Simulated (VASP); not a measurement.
A run of VASP 6.6.1 is set up as follows.

Contents of POSCAR:

```
KZnI3
1.0
    5.5828447317      0.0000000000      0.0000000000
    0.0000000000      5.5828447317      0.0000000000
    0.0000000000      0.0000000000      5.5828447317
K Zn I
1 1 3
Direct
    0.0000000000      0.0000000000      0.0000000000
    0.5000000000      0.5000000000      0.5000000000
    0.5000000000      0.5000000000      0.0000000000
    0.5000000000      0.0000000000      0.5000000000
    0.0000000000      0.5000000000      0.5000000000
```

The input INCAR.step1:

```
SYSTEM = KZnI3
ALGO = Normal
EDIFF = 1E-4
ENCUT = 520
GGA = PE
ISMEAR = -1
LASPH = .TRUE.
LCHARG = .FALSE.
LREAL = .FALSE.
LWAVE = .TRUE.
NBANDS = 29
NELM = 80
PREC = Accurate
SIGMA = 0.02
```

File INCAR.step2:

```
SYSTEM = KZnI3
ALGO = Normal
EDIFF = 1E-6
ENCUT = 520
ISIF = 2
ISMEAR = -1
ISTART = 1
LASPH = .TRUE.
LCHARG = .TRUE.
LELF = .TRUE.
LMIXTAU = .TRUE.
LREAL = .FALSE.
LVHAR = .TRUE.
LWAVE = .FALSE.
METAGGA = R2SCAN
NBANDS = 29
NELM = 80
PREC = Accurate
SIGMA = 0.02
```

Contents of KPOINTS:

```
k-points
0
G
  4 4 4
  0 0 0
```

Potentials or basis: VASP PAW PBE potentials, release 64 (K_sv, Zn, I).

Command:

```bash
$ cat potpaw_PBE.64/K_sv/POTCAR potpaw_PBE.64/Zn/POTCAR potpaw_PBE.64/I/POTCAR > POTCAR
$ cp INCAR.step1 INCAR
$ mpirun -np 1 vasp_std > vasp.out
$ cp INCAR.step2 INCAR
$ mpirun -np 1 vasp_std > vasp.out
```

Task: What does it give for the band gap on the k mesh?

Result: Zero (band 21 reaches 1.98 eV, above the bottom of band 22 at 1.44 eV).

Task: Estimate the pressure.

Result: 1.8 GPa.

Caveat: the PAW data sets were made with another functional, which shifts forces and pressure a little; spin-orbit coupling is left out, which moves the levels of the heavy elements.
